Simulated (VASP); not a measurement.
A run of VASP 6.6.1 is set up as follows.

INCAR

```
SYSTEM = Ti
PREC = Accurate
ENCUT = 520
EDIFF = 1E-8
ISMEAR = -1
SIGMA = 0.05
LREAL = .FALSE.
LASPH = .TRUE.
NELM = 100
ALGO = Normal
ISIF = 2
LWAVE = .FALSE.
LCHARG = .FALSE.
GGA = PE
LEFG = .TRUE.
NBANDS = 12
```

File KPOINTS:

```
Automatic mesh
0
G
  15 15 15
  0 0 0
```

The input POSCAR:

```
Ti
1.0
   -0.0203000000      2.0198500000      2.0198500000
    2.0198500000     -0.0203000000      2.0198500000
    2.0198500000      2.0198500000     -0.0203000000
Ti
1
Direct
    0.0000000000      0.0000000000      0.0000000000
```

Potentials or basis: VASP PAW PBE potentials, release 64 (Ti_sv).

The run is started by

```console
$ cat potpaw_PBE.64/Ti_sv/POTCAR > POTCAR
$ mpirun -np 1 vasp_std > vasp.out
```

Problem. Predict the pressure.

Solution. 4.2 GPa.

Problem. Predict the band gap on the k mesh.

Solution. Zero (bands 6 and 7 overlap by 1.20 eV).

Electric field gradients, principal values (V/Å²):
```tsv
atom	least	middle	greatest (by size)
1 Ti	-2.357	-2.357	4.713
```

Caveat: the cell differs from its parent crystal (equal xy, yz and zx shear strains of -1 %); the cell stands under pressure; without QUAD_EFG the Cq values of the log hold for a quadrupole moment of 1 mb, not for the nuclei.
